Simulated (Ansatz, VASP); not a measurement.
TiC: VASP beside Ansatz

File INCAR:

```
  PREC = Accurate
  ENCUT = 520
  EDIFF = 1E-6
  ISMEAR = -1
  SIGMA = 0.03
  LREAL = F
  LASPH = T
  NELM = 80
  ALGO = Normal
  ISIF = 2
  LWAVE = F
  LCHARG = F
  GGA = PS
  NBANDS = 15
```

The input KPOINTS:

```
Automatic mesh
0
Gamma
  16 16 16
```

The input POSCAR:

```
TiC
1.0
   -0.0432800000      2.1423600000      2.1423600000
    2.1423600000     -0.0432800000      2.1423600000
    2.1423600000      2.1423600000     -0.0432800000
Ti C
1 1
Direct
    0.0000000000      0.0000000000      0.0000000000
    0.5000000000      0.5000000000      0.5000000000
```

Input for Ansatz:

```yaml
crystal:
  lattice:
    - [-0.04328, 2.14236, 2.14236]
    - [2.14236, -0.04328, 2.14236]
    - [2.14236, 2.14236, -0.04328]
  atoms:
    - { symbol: Ti, position: [0.0, 0.0, 0.0] }
    - { symbol: C, position: [0.5, 0.5, 0.5] }
kpoints:
  mp_grid: { grid: [16, 16, 16] }
  band_path:
    path:
      - [0.0, 0.0, 0.0]
      - [0.5, 0.5, 0.5]
      - [0.2551801333, 0.5, 0.7448198667]
      - [-0.2551801333, 0.2551801333, 0.5]
      - [0.0, 0.0, 0.5]
      - [0.0, 0.0, 0.0]
      - [-0.3775900666, 0.0, 0.3775900666]
      - [0.0, 0.3775900666, 0.6224099334]
      - [0.0, 0.5, 0.5]
    npoints: 5
scf:
  occupations: { method: fermi_dirac, width: 0.03 }
hamiltonian:
  xc: pbesol
  pseudopotentials: { kind: all_electron, lapw: { basis_error: 0.001 } }
output:
  forces: true
  stress: true
  eigenvalues: true
```

Change from the starting cell: equal xy, yz and zx shear strains of -2 %.

Alike in both runs: task single point; functional PBEsol; k mesh 16 × 16 × 16; occupations fermi-dirac, width 0.03 eV; no spin polarisation.

```csv
,VASP,Ansatz
version,VASP 6.6.1,Ansatz 0.2.0
potentials or method,"VASP PAW PBE potentials, release 64 (Ti_sv, C), cutoff 520 eV","all-electron LAPW, scalar-relativistic"
```

```csv
,VASP,Ansatz,Ansatz less VASP
pressure (GPa),-5.8,-6.1,-0.28
"traceless stress, the component that is largest in VASP (GPa)",3.12,3.14,+0.013
```

VASP's potentials were made for PBE, not for PBEsol. Ansatz ran all-electron here, and VASP with PAW potentials.
